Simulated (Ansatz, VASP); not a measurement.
**Ge in VASP and in Ansatz**

INCAR

```
ALGO = Fast
EDIFF = 1E-7
ENCUT = 520
GGA = PS
ISIF = 2
ISMEAR = 0
LASPH = True
LCHARG = False
LREAL = False
LWAVE = False
NBANDS = 96
NELM = 100
PREC = Accurate
SIGMA = 0.05
```

KPOINTS

```
k-points
0
Gamma
  4 4 4
```

POSCAR

```
Ge
1.0
    5.9262002496      0.0000000000      0.0000000000
    0.0000000000      5.9262002496      0.0000000000
    0.0000000000      0.0000000000      6.9662509041
Ge
12
Direct
    0.0134902266      0.0446403252      0.0452323521
    0.3757922997      0.6213881751      0.7786508409
    0.9125248825      0.9305626116      0.5222481528
    0.5750460087      0.4147864549      0.2378656450
    0.1990788973      0.4010299700      0.2996988041
    0.1225463836      0.6405083961     -0.0252886722
    0.9225067241      0.6374016143      0.7572756796
    0.8928909685      0.3547661497      0.4476721637
    0.6973435416      0.1170551429      0.9542422459
    0.6189512949      0.7966488534      0.2273523826
    0.3404763114      0.8799997592      0.4521199491
    0.3293524612      0.1612125476      0.8029304564
```

Input for Ansatz:

```yaml
crystal:
  lattice:
    - [5.9262002496, 0.0, 0.0]
    - [0.0, 5.9262002496, 0.0]
    - [0.0, 0.0, 6.9662509041]
  atoms:
    - { symbol: Ge, position: [0.0134902266, 0.0446403252, 0.0452323521] }
    - { symbol: Ge, position: [0.3757922997, 0.6213881751, 0.7786508409] }
    - { symbol: Ge, position: [0.9125248825, 0.9305626116, 0.5222481528] }
    - { symbol: Ge, position: [0.5750460087, 0.4147864549, 0.237865645] }
    - { symbol: Ge, position: [0.1990788973, 0.40102997, 0.2996988041] }
    - { symbol: Ge, position: [0.1225463836, 0.6405083961, -0.0252886722] }
    - { symbol: Ge, position: [0.9225067241, 0.6374016143, 0.7572756796] }
    - { symbol: Ge, position: [0.8928909685, 0.3547661497, 0.4476721637] }
    - { symbol: Ge, position: [0.6973435416, 0.1170551429, 0.9542422459] }
    - { symbol: Ge, position: [0.6189512949, 0.7966488534, 0.2273523826] }
    - { symbol: Ge, position: [0.3404763114, 0.8799997592, 0.4521199491] }
    - { symbol: Ge, position: [0.3293524612, 0.1612125476, 0.8029304564] }
basis:
  ecutwfc: 420
kpoints:
  mp_grid: { grid: [4, 4, 4] }
hamiltonian:
  xc: pbesol
scf:
  occupations: { method: gaussian, width: 0.05 }
output:
  forces: true
  stress: true
  eigenvalues: true
```

Change from the starting cell: all atoms moved at random, sigma 0.25 Å a component.

Alike in both runs: task single point; functional PBEsol; k mesh 4 × 4 × 4; occupations gaussian, width 0.05 eV; no spin polarisation.

|  | VASP | Ansatz |
| --- | --- | --- |
| version | VASP 6.6.1 | Ansatz 0.2.0 |
| potentials or method | VASP PAW PBE potentials, release 64 (Ge_d), cutoff 520 eV | scalar-relativistic, plane waves, PAW |
| valence electrons in the cell | 168 | 168 |

|  | VASP | Ansatz | Ansatz less VASP |
| --- | --- | --- | --- |
| gap on the k mesh at the Fermi level (eV) | none | none | - |
| pressure (GPa) | 13.4 | 13.1 | -0.24 |
| traceless stress, the component that is largest in VASP (GPa) | 12.73 | 12.65 | -0.077 |
| rms of the force components (eV/Å) | 4.098 | 3.996 | -0.1021 |

VASP's potentials were made for PBE, not for PBEsol. Atom by atom the forces differ by 0.126 eV/Å (rms over components). A gap of «none» marks a metal or a gap that the smearing closes. The functional is the same, so the differences come from potentials, cutoffs and numerics.
